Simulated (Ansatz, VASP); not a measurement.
In in VASP and in Ansatz

Contents of INCAR:

```
SYSTEM = In
PREC = Accurate ; ENCUT = 600
EDIFF = 1E-6 ; ISMEAR = -1
SIGMA = 0.05 ; LREAL = .False.
LASPH = .True. ; NELM = 100
ALGO = Normal ; ISIF = 3
LWAVE = .False. ; LCHARG = .False.
GGA = PE ; IBRION = 2
NSW = 80 ; EDIFFG = -0.01
```

The input KPOINTS:

```
Automatic mesh
0
Gamma
  17 17 17
  0 0 0
```

The input POSCAR:

```
In
1.0
   -1.6254700000      1.6254700000      2.4737000000
    1.6254700000     -1.6254700000      2.4737000000
    1.6254700000      1.6254700000     -2.4737000000
In
1
Direct
    0.0000000000      0.0000000000      0.0000000000
```

Input for Ansatz:

```yaml
crystal:
  lattice:
    - [-1.62547, 1.62547, 2.4737]
    - [1.62547, -1.62547, 2.4737]
    - [1.62547, 1.62547, -2.4737]
  atoms:
    - { symbol: In, position: [0.0, 0.0, 0.0] }
basis:
  ecutwfc: 420
  xc_grid: 2
hamiltonian:
  xc: pbe
  pseudopotentials: { kind: paw, azcp: { folder: soft_1 } }
kpoints:
  mp_grid: { grid: [17, 17, 17] }
scf:
  occupations: { method: fermi_dirac, width: 0.05 }
  max_iter: 150
output:
  forces: true
  stress: true
relax:
  f_tol: 0.01
  max_steps: 60
  cell: {}
checkpoint:
  write: "../pbe.run"
  compress: false
  write_wavefunctions: false
  write_every: 100000
```

Alike in both runs: task relaxation of cell and atoms; functional PBE; k mesh 17 × 17 × 17; occupations fermi-dirac, width 0.05 eV; no spin polarisation.

|  | VASP | Ansatz |
| --- | --- | --- |
| version | VASP 6.6.1 | Ansatz 0.2.0 |
| potentials or method | VASP PAW PBE potentials, release 64 (In_d), cutoff 600 eV | plane-wave PAW DFT |
| valence electrons in the cell | 13 | 13 |

|  | VASP | Ansatz | Ansatz less VASP |
| --- | --- | --- | --- |
| relaxed volume (Å³/atom) | 27.48 | 27.47 | -0.012 |
| relaxed cell length with the largest relative difference (Å) | 3.457 | 3.458 | +0.0010 |
